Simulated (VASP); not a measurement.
# MnSbBrF2 (C2/m) in VASP: a series of runs

MnSbBrF2 is run at these levels: PBE, PBE+U; tasks: single point.

Everything below comes from runs of VASP 6.6.1. Logs are shortened: lines on timing, memory, paths and dates and some standing lists are left out, and cuts for length are marked.

## (1) The cell of the first run

The structure is monoclinic, space group C2/m (No. 12). Conventional cell: a = 11.973 Å, b = 3.639 Å, c = 9.059 Å, α = 90.00°, β = 91.00°, γ = 90.00°. Mn (site symmetry 2/m) has 2 F at 2.48 Å and 4 Br at 2.51 Å within 3.3 Å. Mn (site symmetry 2/m) has 6 F at 2.40 to 2.51 Å within 3.2 Å. Sb (site symmetry m) has 5 F at 2.33 to 2.85 Å within 3.1 Å. Within 3.3 Å of F (site symmetry m) lie 2 Mn at 2.40 to 2.48 Å and 2 Sb at 2.46 Å and 2 F at 3.29 Å. Within 3.1 Å of F (site symmetry m) lie 3 Sb at 2.33 to 2.85 Å and 2 Mn at 2.51 Å. Within 3.7 Å of Br (site symmetry m) lie 2 Mn at 2.51 Å and 3 Sb at 3.42 to 3.54 Å and 5 F at 3.45 to 3.56 Å and 5 Br at 3.47 to 3.64 Å.

## (2) Single point, PBE

Input file INCAR:

```
ALGO = Normal
EDIFF = 1E-6
ENCUT = 520
GGA = PE
ISIF = 2
ISMEAR = -1
LASPH = T
LCHARG = F
LREAL = F
LWAVE = F
NBANDS = 50
NELM = 60
PREC = Accurate
SIGMA = 0.0767
```

Input file KPOINTS:

```
k-points
0
Gamma
  5 5 2
```

Input file POSCAR:

```
MnSbBrF2
1.0
    0.0000000000      3.6394180000      0.0000000000
    5.9866250000     -1.8197090000      0.0000000000
    0.1580930000      0.0000000000     -9.0572370000
Mn Sb F Br
2 2 4 2
Direct
    0.0000000000      0.0000000000      0.5000000000
    0.0000000000      0.0000000000      0.0000000000
    0.2910000000      0.5820000000      0.8094000000
    0.7090000000      0.4180000000      0.1906000000
    0.9240000000      0.8480000000      0.7570000000
    0.0760000000      0.1520000000      0.2430000000
    0.3600000000      0.7200000000      0.0488400000
    0.6400000000      0.2800000000      0.9511600000
    0.3660000000      0.7320000000      0.4299000000
    0.6340000000      0.2680000000      0.5701000000
```

Potentials or basis: VASP PAW PBE potentials, release 64 (Mn_pv, Sb, F, Br).

Launch:

```console
cat potpaw_PBE.64/Mn_pv/POTCAR potpaw_PBE.64/Sb/POTCAR potpaw_PBE.64/F/POTCAR potpaw_PBE.64/Br/POTCAR > POTCAR
mpirun -np 1 vasp_std > vasp.out
```

OUTCAR:

```text
EDIFF = 1E-6
   ENCUT = 520
   GGA = PE
   ISIF = 2
   ISMEAR = -1
   LASPH = T
   LREAL = F
   NELM = 60
   PREC = Accurate

 ion  position               nearest neighbor table
   1  0.000  0.000  0.500-   5 2.48   6 2.48  10 2.51   9 2.51  10 2.51   9 2.51
   2  0.000  0.000  0.000-   5 2.40   6 2.40   8 2.51   7 2.51   8 2.51   7 2.51
   3  0.291  0.582  0.809-   7 2.33   5 2.46   5 2.46
   4  0.709  0.418  0.191-   8 2.33   6 2.46   6 2.46
   5  0.924  0.848  0.757-   2 2.40   3 2.46   3 2.46   1 2.48
   6  0.076  0.152  0.243-   2 2.40   4 2.46   4 2.46   1 2.48
   7  0.360  0.720  0.049-   3 2.33   2 2.51   2 2.51
   8  0.640  0.280  0.951-   4 2.33   2 2.51   2 2.51
   9  0.366  0.732  0.430-   1 2.51   1 2.51
  10  0.634  0.268  0.570-   1 2.51   1 2.51

  LATTYP: Found a base centered monoclinic cell.
 ALAT       =    11.9732500000
 B/A-ratio  =     0.3039624162
 C/A-ratio  =     0.7565712436
 COS(beta)  =    -0.0174522233

  Lattice vectors:

 A1 = (  -5.9866250000,  -1.8197090000,   0.0000000000)
 A2 = (  -5.9866250000,   1.8197090000,   0.0000000000)
 A3 = (   0.1580930000,   0.0000000000,  -9.0572370000)

Analysis of symmetry for initial positions (statically):
=====================================================================
 Subroutine PRICEL returns:
 Original cell was already a primitive cell.

 Routine SETGRP: Setting up the symmetry group for a
 base centered monoclinic supercell.

 Subroutine GETGRP returns: Found  4 space group operations
 (whereof  4 operations were pure point group operations)
 out of a pool of  4 trial point group operations.

The static configuration has the point symmetry C_2h.

Analysis of symmetry for dynamics (positions and initial velocities):
=====================================================================
 Subroutine PRICEL returns:
 Original cell was already a primitive cell.

 Routine SETGRP: Setting up the symmetry group for a
 base centered monoclinic supercell.

 Subroutine GETGRP returns: Found  4 space group operations
 (whereof  4 operations were pure point group operations)
 out of a pool of  4 trial point group operations.

The dynamic configuration has the point symmetry C_2h.

 Subroutine INISYM returns: Found  4 space group operations
 (whereof  4 operations are pure point group operations),
 and found     1 'primitive' translations

----------------------------------------------------------------------------------------

                                     Primitive cell

  volume of cell :     197.3375

  direct lattice vectors                    reciprocal lattice vectors
     0.000000000  3.639418000  0.000000000     0.083519512  0.274769208  0.001457823
     5.986625000 -1.819709000  0.000000000     0.167039024  0.000000000  0.002915646
     0.158093000  0.000000000 -9.057237000     0.000000000  0.000000000 -0.110408947

  length of vectors
     3.639418000  6.257077571  9.058616642     0.287185918  0.167064469  0.110408947

  position of ions in fractional coordinates (direct lattice)
     1.000000000  1.000000000  0.500000000
     0.000000000  0.000000000  0.000000000
     0.291000000  0.582000000  0.809400000
     0.709000000  0.418000000  0.190600000
     0.924000000  0.848000000  0.757000000
     0.076000000  0.152000000  0.243000000
     0.360000000  0.720000000  0.048840000
     0.640000000  0.280000000  0.951160000
     0.366000000  0.732000000  0.429900000
     0.634000000  0.268000000  0.570100000

  ion indices of the primitive-cell ions
   primitive index   ion index
                 1           1
                 2           2
                 3           3
                 4           4
                 5           5
                 6           6
                 7           7
                 8           8
                 9           9
                10          10

----------------------------------------------------------------------------------------

 KPOINTS: k-points

Automatic generation of k-mesh.
 Grid dimensions read from file:
 generate k-points for:    5    5    2

 Generating k-lattice:

  Cartesian coordinates                     Fractional coordinates (reciprocal lattice)
     0.016703902  0.054953842  0.000291565     0.200000000  0.000000000  0.000000000
     0.033407805  0.000000000  0.000583129     0.000000000  0.200000000  0.000000000
     0.000000000  0.000000000 -0.055204474     0.000000000  0.000000000  0.500000000

  Length of vectors
     0.057437184  0.033412894  0.055204474

  Shift w.r.t. Gamma in fractional coordinates (k-lattice)
     0.000000000  0.000000000  0.000000000

 Subroutine IBZKPT returns following result:
 ===========================================

 Found     18 irreducible k-points:

 Following reciprocal coordinates:
            Coordinates               Weight
  0.000000  0.000000  0.000000      1.000000
  0.200000  0.000000 -0.000000      4.000000
  0.400000  0.000000 -0.000000      4.000000
  0.000000  0.200000 -0.000000      2.000000
  0.200000  0.200000  0.000000      4.000000
  0.400000  0.200000 -0.000000      4.000000
[... 10 lines left out ...]
  0.000000  0.400000  0.500000      2.000000
  0.200000  0.400000  0.500000      2.000000
   k-points           NKPTS =     18   k-points in BZ     NKDIM =     18   number of bands    NBANDS=     50
   number of dos      NEDOS =    301   number of ions     NIONS =     10
   total plane-waves  NPLWV =  94080
   dimension x,y,z NGX =    28 NGY =   48 NGZ =   70
   dimension x,y,z NGXF=    56 NGYF=   96 NGZF=  140
   ions per type =               2   2   4   2
   NGX,Y,Z   is equivalent  to a cutoff of  12.79, 12.75, 12.85 a.u.
   NGXF,Y,Z  is equivalent  to a cutoff of  25.58, 25.51, 25.69 a.u.
 SYSTEM =  unknown system
   PREC   = accura    normal or accurate (medium, high low for compatibility)
   ISTART =      0    job   : 0-new  1-cont  2-samecut
   ICHARG =      2    charge: 1-file 2-atom 10-const
   ISPIN  =      1    spin polarized calculation?
   LNONCOLLINEAR =      F non collinear calculations
   LSORBIT =      F    spin-orbit coupling
   LASPH  =      T    aspherical Exc in radial PAW
   ENCUT  =  520.0 eV  38.22 Ry    6.18 a.u.   6.77 11.63 16.84*2*pi/ulx,y,z
   NELM   =     60;   NELMIN=  2; NELMDL= -5     # of ELM steps
   EDIFF  = 0.1E-05   stopping-criterion for ELM
   LREAL  =      F    real-space projection
   EDIFFG = 0.1E-04   stopping-criterion for IOM
   NSW    =      0    number of steps for IOM
   IBRION =     -1    ionic relax: 0-MD 1-quasi-New 2-CG
   NFREE  =      0    steps in history (QN), initial steepest desc. (CG)
   ISIF   =      2    stress and relaxation
   ISYM   =      2    0-nonsym 1-usesym 2-fastsym
   POTIM  = 0.5000    time-step for ionic-motion
   TEBEG  =    0.0;   TEEND  =   0.0 temperature during run
   PSTRESS=    0.0 pullay stress
   NELECT =      78.0000    total number of electrons
   NUPDOWN=      -1.0000    fix difference up-down
   EMIN   =  10.00;   EMAX   =-10.00  energy-range for DOS
   EFERMI =   0.00;   METHOD = LEGACY
   ISMEAR =    -1;   SIGMA  =   0.08  broadening in eV -4-tet -1-fermi 0-gaus
   EFERMI_NEDOS =   21; number of points for ismear=-14 and -15
   IALGO  =     38    algorithm
   IMIX   =      4    mixing-type and parameters
     AMIX     =   0.40;   BMIX     =  1.00
     AMIX_MAG =   1.60;   BMIX_MAG =  1.00
  volume/ion in A,a.u.               =      19.73       133.17
  Fermi-wavevector in a.u.,A,eV,Ry     =   1.201443  2.270398 19.639533  1.443465
  Thomas-Fermi vector in A             =   2.337252
   LORBIT       =      0    0 simple, 1 ext, 2 COOP (PROOUT), +10 PAW based schemes
   GGA     = PE    functional components
[... 5 lines left out ...]
 non-spin polarized calculation
  energy-cutoff  :      520.00
  volume of cell :      197.34
 maximum number of plane-waves:      5326
   NGX = 13   NGY = 23   NGZ = 33

 number of electron      78.0000026 magnetization

 Free energy of the ion-electron system (eV)
  ---------------------------------------------------
  ext. energy  EPLUGINS =         0.00000000
  ---------------------------------------------------
  free energy    TOTEN  =       -40.64844019 eV

  energy without entropy =      -40.25691978  energy(sigma->0) =      -40.45267999

 E-fermi :   4.4780     XC(G=0):  -9.5101

 val. band max:        4.4778975205   @ k =   0.4000   0.2000   0.5000
 cond. band min:       4.4900579903   @ k =   0.2000   0.0000  -0.0000
 fundamental gap:      0.0121604698
 Fermi energy:         4.4779925407

 k-point     1 :       0.0000    0.0000    0.0000
  band No.  band energies     occupation
      1     -43.2526      2.00000
      2     -43.1732      2.00000
      3     -43.1729      2.00000
      4     -43.1372      2.00000
      5     -43.1338      2.00000
      6     -43.1050      2.00000
[... 42 lines left out ...]
     49       7.0126      0.00000
     50       8.9525      0.00000

 k-point     2 :       0.2000    0.0000   -0.0000
  band No.  band energies     occupation
      1     -43.2523      2.00000
      2     -43.1757      2.00000
      3     -43.1727      2.00000
      4     -43.1390      2.00000
      5     -43.1336      2.00000
      6     -43.1048      2.00000
[... 42 lines left out ...]
     49       7.5270      0.00000
     50       9.3571      0.00000

 k-point     3 :       0.4000    0.0000   -0.0000
  band No.  band energies     occupation
      1     -43.2517      2.00000
      2     -43.1797      2.00000
      3     -43.1725      2.00000
      4     -43.1420      2.00000
      5     -43.1333      2.00000
      6     -43.1046      2.00000
[... 42 lines left out ...]
     49       8.1436      0.00000
     50       9.2572      0.00000

 k-point     4 :       0.0000    0.2000   -0.0000
  band No.  band energies     occupation
      1     -43.2526      2.00000
      2     -43.1732      2.00000
      3     -43.1729      2.00000
      4     -43.1372      2.00000
      5     -43.1338      2.00000
      6     -43.1050      2.00000
[... 681 lines left out ...]
 k-point    17 :       0.0000    0.4000    0.5000
  band No.  band energies     occupation
      1     -43.2526      2.00000
      2     -43.1732      2.00000
      3     -43.1729      2.00000
      4     -43.1372      2.00000
      5     -43.1338      2.00000
      6     -43.1050      2.00000
[... 42 lines left out ...]
     49       7.7801      0.00000
     50       9.5834      0.00000

 k-point    18 :       0.2000    0.4000    0.5000
  band No.  band energies     occupation
      1     -43.2523      2.00000
      2     -43.1757      2.00000
      3     -43.1727      2.00000
      4     -43.1390      2.00000
      5     -43.1336      2.00000
      6     -43.1048      2.00000
[... 42 lines left out ...]
     49       8.0342      0.00000
     50       9.5332      0.00000

------------------------ aborting loop because EDIFF is reached ----------------------------------------

  FORCE on cell =-STRESS in cart. coord.  units (eV):
  Direction    XX          YY          ZZ          XY          YZ          ZX
  --------------------------------------------------------------------------------------
  -------------------------------------------------------------------------------------
  Total       -4.0136844     -7.7426525     -7.4697067      0.0000000      0.0000000      1.4915760
  in kB      -32.5869770    -62.8623520    -60.6463136      0.0000000      0.0000000     12.1100583
  external PRESSURE =     -52.0318809 kB  Pullay stress =       0.0000000 kB

 VOLUME and BASIS-vectors are now :
 -----------------------------------------------------------------------------
  energy-cutoff  :      520.00
  volume of cell :      197.34
      direct lattice vectors                 reciprocal lattice vectors
     0.000000000  3.639418000  0.000000000     0.083519512  0.274769208  0.001457823
     5.986625000 -1.819709000  0.000000000     0.167039024  0.000000000  0.002915646
     0.158093000  0.000000000 -9.057237000     0.000000000  0.000000000 -0.110408947

 POSITION                                       TOTAL-FORCE (eV/Angst)
 -----------------------------------------------------------------------------------
      0.07905      0.00000     -4.52862        -0.000000      0.000000      0.000000
      0.00000      0.00000      0.00000         0.000000      0.000000      0.000000
      3.61218     -0.00000     -7.33093        -0.199776     -0.000000     -0.594266
      2.53254      1.81971     -1.72631         0.199776      0.000000      0.594266
      5.19633      1.81971     -6.85633         0.882257     -0.000000      0.069617
      0.94838      0.00000     -2.20091        -0.882257     -0.000000     -0.069617
      4.31809      0.00000     -0.44236         0.883320     -0.000000      0.548636
      1.82663      1.81971     -8.61488        -0.883320      0.000000     -0.548636
      4.45017      0.00000     -3.89371         0.820040      0.000000     -0.450614
      1.69454      1.81971     -5.16353        -0.820040     -0.000000      0.450614
 -----------------------------------------------------------------------------------
    total drift:                                0.000000      0.000000      0.000000

  FREE ENERGIE OF THE ION-ELECTRON SYSTEM (eV)
  ---------------------------------------------------
  free  energy   TOTEN  =       -40.6484401879 eV

  energy  without entropy=      -40.2569197839  energy(sigma->0) =      -40.45267999
```

Wall time 3.3 min (1 thread of Intel Xeon Platinum 8488C (Sapphire Rapids), shared host); peak memory 0.39 GiB.

What came out:

* Free energy: -40.6484 eV
* Pressure: -5.2 GPa
* Largest force: 1.040 eV/Å
* Band gap on the k mesh: zero (bands 39 and 40 overlap by 0.02 eV)

Forces in eV/Å, atoms in the order of the input:
```
Mn   0.000  0.000  0.000
Mn   0.000  0.000  0.000
Sb  -0.200  0.000 -0.594
Sb   0.200  0.000  0.594
F    0.882  0.000  0.070
F   -0.882  0.000 -0.070
F    0.883  0.000  0.549
F   -0.883  0.000 -0.549
Br   0.820  0.000 -0.451
Br  -0.820  0.000  0.451
```

Levels at points of the mesh, in eV from the Fermi level:
| k point | band 35 | band 36 | band 37 | band 38 | band 39 | band 40 | band 41 | band 42 | band 43 | band 44 |
| --- | --- | --- | --- | --- | --- | --- | --- | --- | --- | --- |
| (0.00, 0.00, 0.00) | -0.43 | -0.40 | -0.24 | -0.21 | -0.06 | 0.02 | 0.10 | 0.29 | 0.76 | 0.87 |
| (0.00, 0.00, 0.50) | -0.44 | -0.35 | -0.20 | -0.17 | -0.07 | 0.07 | 0.29 | 0.54 | 0.70 | 0.75 |

Caveat: the k points lie up to 0.36 Å⁻¹ apart; spin-orbit coupling is left out, which moves the levels of the heavy elements; the run has no spin polarisation, though such a crystal can be magnetic; semilocal functionals often make such compounds metallic where correlation or magnetic order opens a gap, which also shifts bond lengths; forces of over 1 eV/Å act on the atoms, so gaps and moduli don't describe the material at rest. Spin polarisation is off, so any magnetic state and its effect on volume and gap are missing.

(Continued in part 2 of 2.)

The gap in the log of VASP goes by the Fermi energy; the results here count the filled bands.